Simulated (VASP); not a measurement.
A run of VASP 6.6.1 is set up as follows.

File INCAR:

```
SYSTEM = AgBr
PREC = Accurate
ENCUT = 500
EDIFF = 1E-6
ISMEAR = -1
SIGMA = 0.03
LREAL = .FALSE.
LASPH = .TRUE.
NELM = 120
ALGO = Normal
ISIF = 2
LWAVE = .FALSE.
LCHARG = .FALSE.
GGA = PE
NBANDS = 16
GGA_COMPAT = .FALSE.
```

The input KPOINTS:

```
Automatic mesh
0
G
  9 9 9
  0 0 0
```

POSCAR

```
AgBr
1.0
    0.0000000000      2.8701500000      2.8701500000
    2.8701500000      0.0000000000      2.8701500000
    2.8701500000      2.8701500000      0.0000000000
Ag Br
1 1
Direct
    0.0000000000      0.0000000000      0.0000000000
    0.5000000000      0.5000000000      0.5000000000
```

Potentials or basis: VASP PAW PBE potentials, release 64 (Ag, Br).

Command:

```sh
$ cat potpaw_PBE.64/Ag/POTCAR potpaw_PBE.64/Br/POTCAR > POTCAR
$ mpirun -np 1 vasp_std > vasp.out
```

(1) Predict the band gap on the k mesh.

(2) What does it give for the pressure?

## Answers

(1) 0.72 eV (least direct gap 2.61 eV).

(2) 2.3 GPa.

Caveat: an odd mesh through Γ misses points on the zone boundary, where band edges can lie.
